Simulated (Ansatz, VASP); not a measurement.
# BN: VASP beside Ansatz

```xyz
2
Lattice="0.0000 1.8048 1.8048 1.8048 0.0000 1.8048 1.8048 1.8048 0.0000" Properties=species:S:1:pos:R:3 pbc="T T T"
B     0.0000    0.0000    0.0000
N     2.7072    2.7072    2.7072
```

Alike in both runs: functional r2SCAN; k mesh 12 × 12 × 12; occupations gaussian, width 0.02 eV; no spin polarisation.

Ansatz relaxed the structure, and its values are those at the end. VASP's run is a single point on that final structure, the one shown.

|  | VASP | Ansatz |
| --- | --- | --- |
| version | VASP 6.6.1 | Ansatz 0.2.0 |
| potentials or method | VASP PAW PBE potentials, release 64 (B, N), cutoff 520 eV | scalar-relativistic, plane waves, PAW |
| valence electrons in the cell | 8 | 8 |

```csv
,VASP,Ansatz,Ansatz less VASP
gap on the k mesh at the Fermi level (eV),4.98,5.00,+0.021
least direct gap on the mesh (eV),9.55,9.59,+0.039
pressure (GPa),1.2,0.0,-1.12
```

VASP's potentials were made for PBE, not for r2SCAN. With one functional, cell and mesh, what is left measures potentials, basis and numerics.
